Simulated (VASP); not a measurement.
# Hf (P6_3/mmc) in VASP: notebook

Runs on Hf. Level: PBE. Tasks: single point.

Everything below comes from runs of VASP 6.6.1. Logs are shortened: lines on timing, memory, paths and dates and some standing lists are left out, and cuts for length are marked.

### Step 1. The cell of the first run

It takes space group P6_3/mmc (No. 194, hexagonal). The conventional cell has a = 3.207 Å, b = 3.207 Å, c = 5.063 Å, α = 90.00°, β = 90.00°, γ = 120.00°. Within 4.1 Å of Hf (site symmetry -6m2) lie 12 Hf at 3.14 to 3.21 Å.

### Step 2. Single point, PBE

The input, INCAR:

```
PREC = Accurate ; ENCUT = 400
EDIFF = 1E-6 ; ISMEAR = 1
SIGMA = 0.1 ; LREAL = False
LASPH = True ; NELM = 120
ALGO = Normal ; ISIF = 2
LWAVE = False ; LCHARG = False
GGA = PE ; NBANDS = 28
GGA_COMPAT = False
```

The input, KPOINTS:

```
Automatic mesh
0
Gamma
  18 18 8
```

The input, POSCAR:

```
Hf
1.0
    3.2074028776      0.0000000000      0.0000000000
   -1.6037014388      2.7776923721      0.0000000000
    0.0000000000      0.0000000000     10.1260018006
Hf
4
Direct
    0.0000000000      0.0000000000      0.0000000000
    0.3333333333      0.6666666667      0.2500000000
    0.0000000000      0.0000000000      0.5000000000
    0.3333333333      0.6666666667      0.7500000000
```

Potentials or basis: VASP PAW PBE potentials, release 64 (Hf_pv).

Run with:

```sh
cat potpaw_PBE.64/Hf_pv/POTCAR > POTCAR
mpirun -np 1 vasp_std > vasp.out
```

OUTCAR:

```text
PREC = Accurate
   ENCUT = 400
   EDIFF = 1E-6
   ISMEAR = 1
   LREAL = False
   LASPH = True
   NELM = 120
   ISIF = 2
   GGA = PE

 ion  position               nearest neighbor table
   1  0.000  0.000  0.000-   2 3.14   4 3.14   2 3.14   4 3.14   2 3.14   4 3.14
   2  0.333  0.667  0.250-   1 3.14   3 3.14   1 3.14   3 3.14   1 3.14   3 3.14
   3  0.000  0.000  0.500-   2 3.14   4 3.14   2 3.14   4 3.14   2 3.14   4 3.14
   4  0.333  0.667  0.750-   1 3.14   3 3.14   1 3.14   3 3.14   1 3.14   3 3.14

  LATTYP: Found a hexagonal cell.
 ALAT       =     3.2074028776
 C/A-ratio  =     3.1570719947

  Lattice vectors:

 A1 = (   3.2074028776,   0.0000000000,   0.0000000000)
 A2 = (  -1.6037014388,   2.7776923721,   0.0000000000)
 A3 = (   0.0000000000,   0.0000000000,  10.1260018006)

Analysis of symmetry for initial positions (statically):
=====================================================================
 Subroutine PRICEL returns following result:

  LATTYP: Found a hexagonal cell.
 ALAT       =     3.2074028776
 C/A-ratio  =     1.5785359974

  Lattice vectors:

 A1 = (   3.2074028776,   0.0000000000,   0.0000000000)
 A2 = (  -1.6037014388,   2.7776923721,   0.0000000000)
 A3 = (   0.0000000000,   0.0000000000,   5.0630009003)

   2 primitive cells build up your supercell.

 Routine SETGRP: Setting up the symmetry group for a
 hexagonal supercell.

 Subroutine GETGRP returns: Found 24 space group operations
 (whereof 12 operations were pure point group operations)
 out of a pool of 24 trial point group operations.

The static configuration has the point symmetry D_3h.
 The point group associated with its full space group is D_6h.

Analysis of symmetry for dynamics (positions and initial velocities):
=====================================================================
 Subroutine PRICEL returns following result:

  LATTYP: Found a hexagonal cell.
 ALAT       =     3.2074028776
 C/A-ratio  =     1.5785359974

  Lattice vectors:

 A1 = (   3.2074028776,   0.0000000000,   0.0000000000)
 A2 = (  -1.6037014388,   2.7776923721,   0.0000000000)
 A3 = (   0.0000000000,   0.0000000000,   5.0630009003)

   2 primitive cells build up your supercell.

 Routine SETGRP: Setting up the symmetry group for a
 hexagonal supercell.

 Subroutine GETGRP returns: Found 24 space group operations
 (whereof 12 operations were pure point group operations)
 out of a pool of 24 trial point group operations.

The dynamic configuration has the point symmetry D_3h.
 The point group associated with its full space group is D_6h.

 Subroutine INISYM returns: Found 24 space group operations
 (whereof 12 operations are pure point group operations),
 and found     2 'primitive' translations

----------------------------------------------------------------------------------------

                                     Primitive cell

  volume of cell :      45.1072

  direct lattice vectors                    reciprocal lattice vectors
     3.207402878  0.000000000  0.000000000     0.311778731  0.180005534  0.000000000
    -1.603701439  2.777692372  0.000000000     0.000000000  0.360011069  0.000000000
     0.000000000  0.000000000  5.063000900     0.000000000  0.000000000  0.197511322

  length of vectors
     3.207402878  3.207402878  5.063000900     0.360011069  0.360011069  0.197511322

  position of ions in fractional coordinates (direct lattice)
     0.000000000  0.000000000  0.000000000
     0.333333333  0.666666667  0.500000000

  ion indices of the primitive-cell ions
   primitive index   ion index
                 1           1
                 2           2

----------------------------------------------------------------------------------------

 KPOINTS: Automatic mesh

Automatic generation of k-mesh.
 Grid dimensions read from file:
 generate k-points for:   18   18    8

 Generating k-lattice:

  Cartesian coordinates                     Fractional coordinates (reciprocal lattice)
     0.017321041  0.010000307  0.000000000     0.055555556  0.000000000  0.000000000
     0.000000000  0.020000615  0.000000000     0.000000000  0.055555556  0.000000000
     0.000000000  0.000000000  0.012344458     0.000000000  0.000000000  0.125000000

  Length of vectors
     0.020000615  0.020000615  0.012344458

  Shift w.r.t. Gamma in fractional coordinates (k-lattice)
     0.000000000  0.000000000  0.000000000

 Subroutine IBZKPT returns following result:
 ===========================================

 Found    185 irreducible k-points:

 Following reciprocal coordinates:
            Coordinates               Weight
  0.000000  0.000000  0.000000      1.000000
  0.055556 -0.000000  0.000000      6.000000
  0.111111 -0.000000  0.000000      6.000000
  0.166667  0.000000  0.000000      6.000000
  0.222222  0.000000  0.000000      6.000000
  0.277778  0.000000  0.000000      6.000000
[... 16 lines left out ...]
  0.333333  0.111111  0.000000     12.000000
  0.388889  0.111111  0.000000     12.000000
 [... further k-points ...]
   k-points           NKPTS =    185   k-points in BZ     NKDIM =    185   number of bands    NBANDS=     28
   number of dos      NEDOS =    301   number of ions     NIONS =      4
   total plane-waves  NPLWV =  40320
   dimension x,y,z NGX =    24 NGY =   24 NGZ =   70
   dimension x,y,z NGXF=    48 NGYF=   48 NGZF=  140
   ions per type =               4
   NGX,Y,Z   is equivalent  to a cutoff of  12.44, 12.44, 11.49 a.u.
   NGXF,Y,Z  is equivalent  to a cutoff of  24.88, 24.88, 22.98 a.u.
 SYSTEM =  unknown system
   PREC   = accura    normal or accurate (medium, high low for compatibility)
   ISTART =      0    job   : 0-new  1-cont  2-samecut
   ICHARG =      2    charge: 1-file 2-atom 10-const
   ISPIN  =      1    spin polarized calculation?
   LNONCOLLINEAR =      F non collinear calculations
   LSORBIT =      F    spin-orbit coupling
   LASPH  =      T    aspherical Exc in radial PAW
   ENCUT  =  400.0 eV  29.40 Ry    5.42 a.u.   5.23  5.23 16.51*2*pi/ulx,y,z
   NELM   =    120;   NELMIN=  2; NELMDL= -5     # of ELM steps
   EDIFF  = 0.1E-05   stopping-criterion for ELM
   LREAL  =      F    real-space projection
   EDIFFG = 0.1E-04   stopping-criterion for IOM
   NSW    =      0    number of steps for IOM
   IBRION =     -1    ionic relax: 0-MD 1-quasi-New 2-CG
   NFREE  =      0    steps in history (QN), initial steepest desc. (CG)
   ISIF   =      2    stress and relaxation
   ISYM   =      2    0-nonsym 1-usesym 2-fastsym
   POTIM  = 0.5000    time-step for ionic-motion
   TEBEG  =    0.0;   TEEND  =   0.0 temperature during run
   PSTRESS=    0.0 pullay stress
   NELECT =      40.0000    total number of electrons
   NUPDOWN=      -1.0000    fix difference up-down
   EMIN   =  10.00;   EMAX   =-10.00  energy-range for DOS
   EFERMI =   0.00;   METHOD = LEGACY
   ISMEAR =     1;   SIGMA  =   0.10  broadening in eV -4-tet -1-fermi 0-gaus
   EFERMI_NEDOS =   21; number of points for ismear=-14 and -15
   IALGO  =     38    algorithm
   IMIX   =      4    mixing-type and parameters
     AMIX     =   0.40;   BMIX     =  1.00
     AMIX_MAG =   1.60;   BMIX_MAG =  1.00
  volume/ion in A,a.u.               =      22.55       152.20
  Fermi-wavevector in a.u.,A,eV,Ry     =   1.248350  2.359039 21.203007  1.558377
  Thomas-Fermi vector in A             =   2.382440
   LORBIT       =      0    0 simple, 1 ext, 2 COOP (PROOUT), +10 PAW based schemes
   GGA     = PE    functional components
   LHFCALC =     F    Hartree Fock is set to
   AEXX    =    0.0000 exact exchange contribution
   IVDW    =     0    specifies the selected vdW correction
   LEPSILON=     F    determine dielectric tensor
   LRPA    =     F    only Hartree local field effects (RPA)
 non-spin polarized calculation
 Methfessel and Paxton  Order N= 1 SIGMA  =   0.10
  energy-cutoff  :      400.00
  volume of cell :       90.21
 maximum number of plane-waves:      1662
 NGX is ok and might be reduce to    24
   NGX = 11   NGY = 11   NGZ = 33

 number of electron      40.0000013 magnetization

 Free energy of the ion-electron system (eV)
  ---------------------------------------------------
  ext. energy  EPLUGINS =         0.00000000
  ---------------------------------------------------
  free energy    TOTEN  =       -39.69799714 eV

  energy without entropy =      -39.69887300  energy(sigma->0) =      -39.69828909

 E-fermi :   4.8740     XC(G=0): -11.2464

 val. band max:        4.8720766747   @ k =   0.2778   0.2778   0.5000
 cond. band min:       4.8816447303   @ k =   0.2778   0.2222   0.3750
 fundamental gap:      0.0095680556
 Fermi energy:         4.8739506203

 k-point     1 :       0.0000    0.0000    0.0000
  band No.  band energies     occupation
      1     -26.2225      2.00000
      2     -25.8138      2.00000
      3     -25.8138      2.00000
      4     -25.4974      2.00000
      5     -25.4974      2.00000
      6     -25.4347      2.00000
[... 20 lines left out ...]
     27       6.8547     -0.00000
     28       6.8547     -0.00000

 k-point     2 :       0.0556   -0.0000    0.0000
  band No.  band energies     occupation
      1     -26.2147      2.00000
      2     -25.8166      2.00000
      3     -25.8166      2.00000
      4     -25.5140      2.00000
      5     -25.5031      2.00000
      6     -25.4461      2.00000
[... 20 lines left out ...]
     27       6.7532     -0.00000
     28       6.9372      0.00000

 k-point     3 :       0.1111   -0.0000    0.0000
  band No.  band energies     occupation
      1     -26.1917      2.00000
      2     -25.8270      2.00000
      3     -25.8270      2.00000
      4     -25.5617      2.00000
      5     -25.5190      2.00000
      6     -25.4764      2.00000
[... 20 lines left out ...]
     27       6.8938      0.00000
     28       7.0599      0.00000

 k-point     4 :       0.1667    0.0000    0.0000
  band No.  band energies     occupation
      1     -26.1549      2.00000
      2     -25.8501      2.00000
      3     -25.8501      2.00000
      4     -25.6348      2.00000
      5     -25.5428      2.00000
      6     -25.5149      2.00000
[... 20 lines left out ...]
     27       6.8072     -0.00000
     28       6.8337     -0.00000

 k-point     5 :       0.2222    0.0000    0.0000
  band No.  band energies     occupation
      1     -26.1066      2.00000
      2     -25.8911      2.00000
      3     -25.8911      2.00000
      4     -25.7245      2.00000
      5     -25.6029      2.00000
      6     -25.5710      2.00000
[... 20 lines left out ...]
     27       6.8190     -0.00000
     28       7.3862      0.00000

 k-point     6 :       0.2778    0.0000    0.0000
  band No.  band energies     occupation
      1     -26.0501      2.00000
      2     -25.9484      2.00000
      3     -25.9484      2.00000
      4     -25.8201      2.00000
      5     -25.6947      2.00000
      6     -25.6003      2.00000
[... 463 lines left out ...]
      5     -25.7438      2.00000
      6     -25.5943      2.00000
[... 20 lines left out ...]
     27       7.1188      0.00000
     28       8.0334      0.00000

 k-point    22 :       0.2778    0.1111    0.0000
  band No.  band energies     occupation
      1     -26.0092      2.00000
      2     -26.0092      2.00000
      3     -25.9721      2.00000
      4     -25.8998      2.00000
      5     -25.8004      2.00000
      6     -25.6371      2.00000
[... 20 lines left out ...]
     27       7.2291      0.00000
     28       8.5676      0.00000

 k-point    23 :       0.3333    0.1111    0.0000
  band No.  band energies     occupation
      1     -26.0562      2.00000
      2     -26.0562      2.00000
      3     -25.9679      2.00000
      4     -25.9141      2.00000
      5     -25.8456      2.00000
      6     -25.6717      2.00000
[... 20 lines left out ...]
     27       7.3442      0.00000
     28       9.2012      0.00000

 k-point    24 :       0.3889    0.1111    0.0000
  band No.  band energies     occupation
      1     -26.0879      2.00000
      2     -26.0879      2.00000
      3     -26.0121      2.00000
      4     -25.8749      2.00000
      5     -25.8671      2.00000
      6     -25.6939      2.00000
[... 20 lines left out ...]
     27       7.4986      0.00000
     28       9.9098      0.00000

 [... further k-points ...]

------------------------ aborting loop because EDIFF is reached ----------------------------------------

  FORCE on cell =-STRESS in cart. coord.  units (eV):
  Direction    XX          YY          ZZ          XY          YZ          ZX
  --------------------------------------------------------------------------------------
  -------------------------------------------------------------------------------------
  Total       -0.3456908     -0.3456908     -0.3105328      0.0000000      0.0000000     -0.0000000
  in kB       -6.1393548     -6.1393548     -5.5149601      0.0000000      0.0000000     -0.0000000
  external PRESSURE =      -5.9312232 kB  Pullay stress =       0.0000000 kB

 VOLUME and BASIS-vectors are now :
 -----------------------------------------------------------------------------
  energy-cutoff  :      400.00
  volume of cell :       90.21
      direct lattice vectors                 reciprocal lattice vectors
     3.207402878  0.000000000  0.000000000     0.311778731  0.180005534  0.000000000
    -1.603701439  2.777692372  0.000000000     0.000000000  0.360011069  0.000000000
     0.000000000  0.000000000 10.126001801     0.000000000  0.000000000  0.098755661

 POSITION                                       TOTAL-FORCE (eV/Angst)
 -----------------------------------------------------------------------------------
      0.00000      0.00000      0.00000        -0.000000      0.000000     -0.000000
     -0.00000      1.85179      2.53150         0.000000      0.000000      0.000000
      0.00000      0.00000      5.06300        -0.000000      0.000000     -0.000000
     -0.00000      1.85179      7.59450         0.000000      0.000000      0.000000
 -----------------------------------------------------------------------------------
    total drift:                                0.000000     -0.000000     -0.000000

  FREE ENERGIE OF THE ION-ELECTRON SYSTEM (eV)
  ---------------------------------------------------
  free  energy   TOTEN  =       -39.6979971366 eV

  energy  without entropy=      -39.6988729984  energy(sigma->0) =      -39.69828909
```

It took 7.2 min on 1 thread of Intel Xeon 8259CL, shared host; peak memory 0.36 GiB.

Results:

* Free energy: -39.6980 eV
* Pressure: -0.6 GPa
* Band gap on the k mesh: zero (bands 20 and 21 overlap by 1.47 eV)

Levels at points of the mesh, in eV from the Fermi level:
```tsv
k point	band 16	band 17	band 18	band 19	band 20	band 21	band 22	band 23	band 24	band 25
(0.00, 0.00, 0.00)	-3.69	0.15	0.15	0.62	1.05	1.05	1.05	1.05	1.16	1.16
(0.50, 0.00, 0.00)	-2.73	-2.21	-0.98	-0.98	-0.83	0.77	0.86	1.14	1.14	1.67
(0.00, 0.00, 0.50)	-4.06	0.07	0.07	0.96	0.96	0.96	0.96	1.00	1.00	1.58
(0.50, 0.00, 0.50)	-2.79	-1.35	-1.35	-1.31	-1.31	1.19	1.19	1.24	1.24	1.35
```

Caveat: spin-orbit coupling is left out, which moves the levels of the heavy elements.

### Step 3. Single point, PBE

The input, INCAR:

```
SYSTEM = Hf
  ALGO = Normal
  EDIFF = 1E-6
  ENCUT = 400
  GGA = PE
  GGA_COMPAT = .FALSE.
  ISIF = 2
  ISMEAR = 1
  LASPH = .TRUE.
  LCHARG = .TRUE.
  LELF = .TRUE.
  LREAL = .FALSE.
  LVHAR = .TRUE.
  LWAVE = .FALSE.
  NBANDS = 28
  NELM = 120
  PREC = Accurate
  SIGMA = 0.1
```

The input, KPOINTS:

```
k-points
0
G
  18 18 8
  0 0 0
```

The input, POSCAR:

```
Hf
1.0
    3.2074028951      0.0000000000      0.0000000000
   -1.6037014476      2.7776923570      0.0000000000
    0.0000000000      0.0000000000     10.1179902054
Hf
4
Direct
    0.0000000000      0.0000000000      0.0000000000
    0.3333330000      0.6666670000      0.2500000000
    0.0000000000      0.0000000000      0.5000000000
    0.3333330000      0.6666670000      0.7500000000
```

Potentials or basis: VASP PAW PBE potentials, release 64 (Hf_pv).

Run with:

```sh
cat potpaw_PBE.64/Hf_pv/POTCAR > POTCAR
mpirun -np 1 vasp_std > vasp.out
```

It took 6.2 min on 1 thread of Intel Xeon 8259CL, shared host; peak memory 0.36 GiB.

The run converged. Its results:

```
Free energy            : -39.6982 eV
Pressure               : -0.5 GPa
Band gap on the k mesh : zero (bands 20 and 21 overlap by 1.47 eV)
```

Stress tensor (GPa, compression positive):
```
-0.57  0.00  0.00
 0.00 -0.57  0.00
 0.00  0.00 -0.39
```

Levels at points of the mesh, in eV from the Fermi level:
| k point | band 16 | band 17 | band 18 | band 19 | band 20 | band 21 | band 22 | band 23 | band 24 | band 25 |
| --- | --- | --- | --- | --- | --- | --- | --- | --- | --- | --- |
| (0.00, 0.00, 0.00) | -3.69 | 0.15 | 0.15 | 0.63 | 1.05 | 1.05 | 1.05 | 1.05 | 1.16 | 1.16 |
| (0.50, 0.00, 0.00) | -2.73 | -2.21 | -0.98 | -0.98 | -0.84 | 0.76 | 0.87 | 1.14 | 1.14 | 1.67 |
| (0.00, 0.00, 0.50) | -4.06 | 0.07 | 0.07 | 0.96 | 0.96 | 0.96 | 0.96 | 1.00 | 1.00 | 1.58 |
| (0.50, 0.00, 0.50) | -2.80 | -1.35 | -1.35 | -1.31 | -1.31 | 1.19 | 1.19 | 1.24 | 1.24 | 1.36 |

Caveat: spin-orbit coupling is left out, which moves the levels of the heavy elements.
